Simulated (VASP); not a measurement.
Write the native input for VASP 6.6.1 that does the following.

| Property | Result |
| --- | --- |
| Task | single point |
| Functional | PBE |
| Potentials or basis | VASP PAW PBE potentials, release 64 (C, O) |
| Cutoff | 520 eV |
| k mesh | 4 × 4 × 4 |
| Occupations | gaussian, width 0.05 eV |
| Spin | no spin polarisation |
| Dipole correction | no |
| Further INCAR settings | ALGO = Normal; EDIFF = 1e-07; NBANDS = 44 |

The structure of CO2 lies in POSCAR:

```
CO2
1.0
    5.9134492307      0.0000000000      0.0000000000
    0.0000000000      5.9134492307      0.0000000000
    0.0000000000      0.0000000000      6.3569579230
C O
4 8
Direct
    0.0000000000      0.0000000000      0.0000000000
    0.5000000000      0.0000000000      0.5000000000
    0.5000000000      0.5000000000      0.0000000000
    0.0000000000      0.5000000000      0.5000000000
    0.1114834447      0.1114834447      0.1114834447
    0.3885165553      0.8885165553      0.6114834447
    0.6114834447      0.3885165553      0.8885165553
    0.8885165553      0.6114834447      0.3885165553
    0.8885165553      0.8885165553      0.8885165553
    0.6114834447      0.1114834447      0.3885165553
    0.3885165553      0.6114834447      0.1114834447
    0.1114834447      0.3885165553      0.6114834447
```

This cell differs from its parent crystal: volume 18.525 Å^3 an atom, c/a of the conventional cell 1.0750.

One way to write it, as run:

INCAR

```
SYSTEM = CO2
PREC = Accurate ; ENCUT = 520
EDIFF = 1E-7 ; ISMEAR = 0
SIGMA = 0.05 ; LREAL = .False.
LASPH = .True. ; NELM = 80
ALGO = Normal ; ISIF = 2
LWAVE = .False. ; LCHARG = .False.
GGA = PE ; NBANDS = 44
```

KPOINTS

```
Automatic mesh
0
Gamma
  4 4 4
  0 0 0
```

Potentials or basis: VASP PAW PBE potentials, release 64 (C, O).

Run with:

```sh
$ cat potpaw_PBE.64/C/POTCAR potpaw_PBE.64/O/POTCAR > POTCAR
$ mpirun -np 1 vasp_std > vasp.out
```

Results of the run:

The pressure is 0.9 GPa, the largest force is 0.490 eV/Å and the band gap on the k mesh is 6.56 eV, direct.

Run time: 6.2 min on 1 thread of Oxide Virtual Turin-like Processor, on a shared host, peak memory 0.38 GiB.
